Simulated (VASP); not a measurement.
# Sc (C2/m) in VASP: notebook, part 2 of 2

VASP 6.6.1. Earlier steps stand in the parts before.

## Step 3: Single point, PBEsol (strain +0.0150 x Voigt [0, 0, 0, 1, 0, 0])

Contents of INCAR:

```
  ALGO = Fast
  EDIFF = 1E-6
  ENCUT = 520
  GGA = PS
  ISIF = 2
  ISMEAR = 0
  LASPH = T
  LCHARG = T
  LELF = T
  LREAL = F
  LVHAR = T
  LWAVE = F
  NBANDS = 18
  NELM = 60
  PREC = Accurate
  SIGMA = 0.15
```

Contents of KPOINTS:

```
k-points
0
Gamma
  18 18 10
```

Contents of POSCAR:

```
Sc
1.0
    3.3087978973      0.0000000000      0.0000000000
   -1.6543989486      2.8655030350      0.0214912728
    0.0000000000      0.0395100000      5.2680000000
Sc
2
Direct
    0.3333333333      0.6666666667      0.2500000000
    0.6666666667      0.3333333333      0.7500000000
```

Potentials or basis: VASP PAW PBE potentials, release 64 (Sc_sv).

Command:

```
$ cat potpaw_PBE.64/Sc_sv/POTCAR > POTCAR
$ mpirun -np 1 vasp_std > vasp.out
```

OUTCAR:

```text
EDIFF = 1E-6
   ENCUT = 520
   GGA = PS
   ISIF = 2
   ISMEAR = 0
   LASPH = T
   LREAL = F
   NELM = 60
   PREC = Accurate

 ion  position               nearest neighbor table
   1  0.333  0.667  0.250-   2 3.23   2 3.24   2 3.24   2 3.27   2 3.27   2 3.28
   2  0.667  0.333  0.750-   1 3.23   1 3.24   1 3.24   1 3.27   1 3.27   1 3.28

  LATTYP: Found a base centered monoclinic cell.
 ALAT       =     5.7311672523
 B/A-ratio  =     0.5773340319
 C/A-ratio  =     0.9192103333
 COS(beta)  =    -0.0149991563

  Lattice vectors:

 A1 = (  -1.6543989487,  -2.8655030350,  -0.0214912728)
 A2 = (   1.6543989486,  -2.8655030350,  -0.0214912728)
 A3 = (   0.0000000000,   0.0395100000,   5.2680000000)

Analysis of symmetry for initial positions (statically):
=====================================================================
 Subroutine PRICEL returns:
 Original cell was already a primitive cell.

 Routine SETGRP: Setting up the symmetry group for a
 base centered monoclinic supercell.

 Subroutine GETGRP returns: Found  4 space group operations
 (whereof  4 operations were pure point group operations)
 out of a pool of  4 trial point group operations.

The static configuration has the point symmetry C_2h.

Analysis of symmetry for dynamics (positions and initial velocities):
=====================================================================
 Subroutine PRICEL returns:
 Original cell was already a primitive cell.

 Routine SETGRP: Setting up the symmetry group for a
 base centered monoclinic supercell.

 Subroutine GETGRP returns: Found  4 space group operations
 (whereof  4 operations were pure point group operations)
 out of a pool of  4 trial point group operations.

The dynamic configuration has the point symmetry C_2h.

 Subroutine INISYM returns: Found  4 space group operations
 (whereof  4 operations are pure point group operations),
 and found     1 'primitive' translations

----------------------------------------------------------------------------------------

                                     Primitive cell

  volume of cell :      49.9450

  direct lattice vectors                    reciprocal lattice vectors
     3.308797897  0.000000000  0.000000000     0.302224563  0.174499249 -0.001308744
    -1.654398949  2.865503035  0.021491273     0.000000000  0.348998497 -0.002617489
     0.000000000  0.039510000  5.268000000     0.000000000 -0.001423770  0.189836039

  length of vectors
     3.308797897  3.308867691  5.268148160     0.348986228  0.349008313  0.189841378

  position of ions in fractional coordinates (direct lattice)
     0.333333333  0.666666667  0.250000000
     0.666666667  0.333333333  0.750000000

  ion indices of the primitive-cell ions
   primitive index   ion index
                 1           1
                 2           2

----------------------------------------------------------------------------------------

 KPOINTS: k-points

Automatic generation of k-mesh.
 Grid dimensions read from file:
 generate k-points for:   18   18   10

 Generating k-lattice:

  Cartesian coordinates                     Fractional coordinates (reciprocal lattice)
     0.016790254  0.009694403 -0.000072708     0.055555556 -0.000000000 -0.000000000
     0.000000000  0.019388805 -0.000145416     0.000000000  0.055555556  0.000000000
     0.000000000 -0.000142377  0.018983604     0.000000000 -0.000000000  0.100000000

  Length of vectors
     0.019388124  0.019389351  0.018984138

  Shift w.r.t. Gamma in fractional coordinates (k-lattice)
     0.000000000  0.000000000  0.000000000

 Subroutine IBZKPT returns following result:
 ===========================================

 Found    866 irreducible k-points:

 Following reciprocal coordinates:
            Coordinates               Weight
  0.000000  0.000000  0.000000      1.000000
  0.055556 -0.000000  0.000000      4.000000
  0.111111 -0.000000  0.000000      4.000000
  0.166667  0.000000  0.000000      4.000000
  0.222222  0.000000  0.000000      4.000000
  0.277778  0.000000  0.000000      4.000000
[... 16 lines left out ...]
 -0.333333  0.055556 -0.000000      4.000000
 -0.277778  0.055556  0.000000      4.000000
 [... further k-points ...]
   k-points           NKPTS =    866   k-points in BZ     NKDIM =    866   number of bands    NBANDS=     18
   number of dos      NEDOS =    301   number of ions     NIONS =      2
   total plane-waves  NPLWV =  31360
   dimension x,y,z NGX =    28 NGY =   28 NGZ =   40
   dimension x,y,z NGXF=    56 NGYF=   56 NGZF=   80
   ions per type =               2
   NGX,Y,Z   is equivalent  to a cutoff of  14.07, 14.07, 12.62 a.u.
   NGXF,Y,Z  is equivalent  to a cutoff of  28.14, 28.14, 25.25 a.u.
 SYSTEM =  unknown system
   PREC   = accura    normal or accurate (medium, high low for compatibility)
   ISTART =      0    job   : 0-new  1-cont  2-samecut
   ICHARG =      2    charge: 1-file 2-atom 10-const
   ISPIN  =      1    spin polarized calculation?
   LNONCOLLINEAR =      F non collinear calculations
   LSORBIT =      F    spin-orbit coupling
   LASPH  =      T    aspherical Exc in radial PAW
   ENCUT  =  520.0 eV  38.22 Ry    6.18 a.u.   6.15  6.15  9.80*2*pi/ulx,y,z
   NELM   =     60;   NELMIN=  2; NELMDL= -5     # of ELM steps
   EDIFF  = 0.1E-05   stopping-criterion for ELM
   LREAL  =      F    real-space projection
   EDIFFG = 0.1E-04   stopping-criterion for IOM
   NSW    =      0    number of steps for IOM
   IBRION =     -1    ionic relax: 0-MD 1-quasi-New 2-CG
   NFREE  =      0    steps in history (QN), initial steepest desc. (CG)
   ISIF   =      2    stress and relaxation
   ISYM   =      2    0-nonsym 1-usesym 2-fastsym
   POTIM  = 0.5000    time-step for ionic-motion
   TEBEG  =    0.0;   TEEND  =   0.0 temperature during run
   PSTRESS=    0.0 pullay stress
   NELECT =      22.0000    total number of electrons
   NUPDOWN=      -1.0000    fix difference up-down
   EMIN   =  10.00;   EMAX   =-10.00  energy-range for DOS
   EFERMI =   0.00;   METHOD = LEGACY
   ISMEAR =     0;   SIGMA  =   0.15  broadening in eV -4-tet -1-fermi 0-gaus
   EFERMI_NEDOS =   21; number of points for ismear=-14 and -15
   IALGO  =     68    algorithm
   IMIX   =      4    mixing-type and parameters
     AMIX     =   0.40;   BMIX     =  1.00
     AMIX_MAG =   1.60;   BMIX_MAG =  1.00
  volume/ion in A,a.u.               =      24.97       168.52
  Fermi-wavevector in a.u.,A,eV,Ry     =   1.245618  2.353877 21.110316  1.551564
  Thomas-Fermi vector in A             =   2.379832
   LORBIT       =      0    0 simple, 1 ext, 2 COOP (PROOUT), +10 PAW based schemes
   GGA     = PS    functional components
   LHFCALC =     F    Hartree Fock is set to
   AEXX    =    0.0000 exact exchange contribution
   IVDW    =     0    specifies the selected vdW correction
   LEPSILON=     F    determine dielectric tensor
   LRPA    =     F    only Hartree local field effects (RPA)
 non-spin polarized calculation
 RMM-DIIS sequential band-by-band and
 Gauss-broadening in eV      SIGMA  =   0.15
  energy-cutoff  :      520.00
  volume of cell :       49.95
 maximum number of plane-waves:      1375
 NGX is ok and might be reduce to    28
   NGX = 13   NGY = 13   NGZ = 19

 number of electron      21.9999999 magnetization

 Free energy of the ion-electron system (eV)
  ---------------------------------------------------
  ext. energy  EPLUGINS =         0.00000000
  ---------------------------------------------------
  free energy    TOTEN  =       -13.20586971 eV

  energy without entropy =      -13.15719915  energy(sigma->0) =      -13.18153443

 E-fermi :   3.5021     XC(G=0):  -9.9369

 val. band max:        3.5019193817   @ k =   0.1667  -0.3889   0.1000
 cond. band min:       3.5029187589   @ k =  -0.3889  -0.0000   0.2000
 fundamental gap:      0.0009993771
 Fermi energy:         3.5021137935

 k-point     1 :       0.0000    0.0000    0.0000
  band No.  band energies     occupation
      1     -45.7405      2.00000
      2     -45.6773      2.00000
      3     -24.6409      2.00000
      4     -24.3104      2.00000
      5     -24.3103      2.00000
      6     -24.2528      2.00000
[... 10 lines left out ...]
     17       5.8602      0.00000
     18       5.8641      0.00000
[... 463 lines left out ...]
 k-point    24 :      -0.2778    0.0556    0.0000
  band No.  band energies     occupation
      1     -45.7147      2.00000
      2     -45.6682      2.00000
      3     -24.5677      2.00000
      4     -24.4454      2.00000
      5     -24.3966      2.00000
      6     -24.3503      2.00000
[... 10 lines left out ...]
     17       6.0739      0.00000
     18       6.3855      0.00000

 [... further k-points ...]

------------------------ aborting loop because EDIFF is reached ----------------------------------------

  FORCE on cell =-STRESS in cart. coord.  units (eV):
  Direction    XX          YY          ZZ          XY          YZ          ZX
  --------------------------------------------------------------------------------------
  -------------------------------------------------------------------------------------
  Total       -0.6889275     -0.6889959     -1.1869913     -0.0000000     -0.1278500     -0.0000000
  in kB      -22.0999691    -22.1021630    -38.0772571     -0.0000000     -4.1012740     -0.0000000
  external PRESSURE =     -27.4264631 kB  Pullay stress =       0.0000000 kB

 VOLUME and BASIS-vectors are now :
 -----------------------------------------------------------------------------
  energy-cutoff  :      520.00
  volume of cell :       49.95
      direct lattice vectors                 reciprocal lattice vectors
     3.308797897  0.000000000  0.000000000     0.302224563  0.174499249 -0.001308744
    -1.654398949  2.865503035  0.021491273     0.000000000  0.348998497 -0.002617489
     0.000000000  0.039510000  5.268000000     0.000000000 -0.001423770  0.189836039

 POSITION                                       TOTAL-FORCE (eV/Angst)
 -----------------------------------------------------------------------------------
     -0.00000      1.92021      1.33133        -0.000000     -0.001193     -0.000036
      1.65440      0.98480      3.95816         0.000000      0.001193      0.000036
 -----------------------------------------------------------------------------------
    total drift:                                0.000000     -0.000000     -0.000000

  FREE ENERGIE OF THE ION-ELECTRON SYSTEM (eV)
  ---------------------------------------------------
  free  energy   TOTEN  =       -13.2058697052 eV

  energy  without entropy=      -13.1571991477  energy(sigma->0) =      -13.18153443
```

OSZICAR:

```text
N       E                     dE             d eps       ncg     rms          rms(c)
DAV:   1     0.357029547695E+03    0.35703E+03   -0.10973E+04 31264   0.129E+03
DAV:   2     0.560387338213E+01   -0.35143E+03   -0.34452E+03 37984   0.538E+02
DAV:   3    -0.143943584296E+02   -0.19998E+02   -0.19246E+02 51530   0.155E+02
DAV:   4    -0.147973217564E+02   -0.40296E+00   -0.40015E+00 47394   0.199E+01
DAV:   5    -0.148024024630E+02   -0.50807E-02   -0.50777E-02 53416   0.241E+00    0.783E+00
RMM:   6    -0.133019474243E+02    0.15005E+01   -0.20525E+00 32386   0.183E+01    0.267E+00
RMM:   7    -0.132254436529E+02    0.76504E-01   -0.38756E+00 41259   0.142E+01    0.149E+00
RMM:   8    -0.131951379484E+02    0.30306E-01   -0.23397E-01 34186   0.559E+00    0.533E-01
RMM:   9    -0.132039863700E+02   -0.88484E-02   -0.14073E-01 44977   0.210E+00    0.166E-01
RMM:  10    -0.132052442375E+02   -0.12579E-02   -0.23347E-02 45888   0.898E-01    0.638E-02
RMM:  11    -0.132056741867E+02   -0.42995E-03   -0.55443E-03 48294   0.462E-01    0.290E-02
RMM:  12    -0.132058161967E+02   -0.14201E-03   -0.14901E-03 49852   0.212E-01    0.888E-03
RMM:  13    -0.132058683898E+02   -0.52193E-04   -0.47850E-04 47799   0.122E-01    0.123E-02
RMM:  14    -0.132058685396E+02   -0.14979E-06   -0.89632E-05 42684   0.552E-02    0.589E-03
RMM:  15    -0.132058691919E+02   -0.65231E-06   -0.30973E-05 42517   0.365E-02    0.163E-03
RMM:  16    -0.132058697052E+02   -0.51330E-06   -0.81378E-06 37945   0.190E-02
   1 F= -.13205870E+02 E0= -.13181534E+02  d E =-.486706E-01
```

stdout:

```text
POSCAR found type information on POSCAR Sc
 POSCAR found :  1 types and       2 ions
 scaLAPACK will be used
 -----------------------------------------------------------------------------
|                                                                             |
|                                                                             |
|     You enforced a specific xc type in the INCAR file but a different       |
|     I HOPE YOU KNOW WHAT YOU ARE DOING!                                     |
|                                                                             |
 -----------------------------------------------------------------------------

 LDA part: xc-table for (Slater+PW92), standard interpolation
 POSCAR, INCAR and KPOINTS ok, starting setup
 FFT: planning ... GRIDC
 FFT: planning ... GRID_SOFT
 FFT: planning ... GRID
 WAVECAR not read
 entering main loop
```

It took 23 min on 1 thread of Oxide Virtual Turin-like, shared host; peak memory 0.66 GiB.

Results:

* Free energy: -13.2059 eV
* Pressure: -2.7 GPa
* Band gap on the k mesh: zero (bands 11 and 12 overlap by 1.35 eV)

Levels at points of the mesh, in eV from the Fermi level:
```
           k point  band 7  band 8  band 9  band 10  band 11  band 12  band 13  band 14  band 15  band 16
(0.00, 0.00, 0.00)  -27.75  -27.74   -5.12    -1.67     0.44     1.59     1.59     1.70     2.00     2.00
(0.50, 0.00, 0.00)  -27.84  -27.80   -1.59    -1.04    -0.68    -0.29     1.20     1.39     1.77     3.75
(0.00, 0.50, 0.00)  -27.84  -27.80   -1.59    -1.04    -0.69    -0.29     1.20     1.40     1.76     3.75
(0.00, 0.00, 0.50)  -27.78  -27.78   -3.63    -3.63     0.88     0.88     1.52     1.53     1.53     1.54
(0.50, 0.00, 0.50)  -27.84  -27.84   -1.47    -1.46     0.03     0.06     1.21     1.27     2.38     2.39
(0.00, 0.50, 0.50)  -27.85  -27.83   -1.48    -1.45     0.02     0.07     1.18     1.30     2.37     2.40
```

Caveat: the cell differs from its parent crystal (strain +0.0150 x Voigt [0, 0, 0, 1, 0, 0]); the PAW data sets were made with another functional, which shifts forces and pressure a little.
